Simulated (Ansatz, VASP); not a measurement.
**One calculation of BAs, two programs**

```
B As
1.0
     0.00000    2.39973    2.39973
     2.39973    0.00000    2.39973
     2.39973    2.39973    0.00000
B As
1 1
Direct
  0.00000 0.00000 0.00000
  0.75000 0.75000 0.75000
```

Alike in both runs: task single point; functional PBEsol; k mesh 10 × 10 × 10; no spin polarisation.

|  | VASP | Ansatz |
| --- | --- | --- |
| version | VASP 6.6.1 | Ansatz 0.2.0 |
| potentials or method | VASP PAW PBE potentials, release 64 (B, As), cutoff 520 eV | scalar-relativistic, plane waves, PAW |
| occupations | gaussian, width 0.01 eV | fixed |
| valence electrons in the cell | 8 | 18 |

```tsv
	VASP	Ansatz	Ansatz less VASP
gap on the k mesh at the Fermi level (eV)	1.09	1.10	+0.009
least direct gap on the mesh (eV)	3.22	3.23	+0.004
pressure (GPa)	-1.9	-2.7	-0.80
```

VASP's potentials were made for PBE, not for PBEsol. VASP's potentials hold 8 valence electrons a cell and Ansatz's 18, so a difference there can come from the potentials and not from the codes.
